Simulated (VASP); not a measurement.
A run of VASP 6.6.1 is set up as follows.

The input INCAR:

```
  PREC = Accurate
  ENCUT = 520
  EDIFF = 1E-6
  ISMEAR = 0
  SIGMA = 0.01
  LREAL = F
  LASPH = T
  NELM = 60
  ALGO = Normal
  ISIF = 2
  LWAVE = F
  LCHARG = T
  GGA = CA
  LELF = T
  LVHAR = T
  NBANDS = 14
```

The input KPOINTS:

```
Automatic mesh
0
Gamma
  6 6 6
```

Contents of POSCAR:

```
NaCl
1.0
    0.0000000000      3.0872727775      3.0872727775
    3.0872727775      0.0000000000      3.0872727775
    3.0872727775      3.0872727775      0.0000000000
Na Cl
1 1
Direct
    0.0000000000      0.0000000000      0.0000000000
    0.2500000000      0.2500000000      0.2500000000
```

Potentials or basis: VASP PAW LDA potentials, release 64 (Na_pv, Cl).

Launch:

```sh
$ cat potpaw_LDA.64/Na_pv/POTCAR potpaw_LDA.64/Cl/POTCAR > POTCAR
$ mpirun -np 1 vasp_std > vasp.out
```

Q: Estimate the pressure.

A: -1.3 GPa.

Q: What does it give for the band gap on the k mesh?

A: 4.55 eV, direct.

LDA gaps usually lie below the measured ones, often by a third to a half.
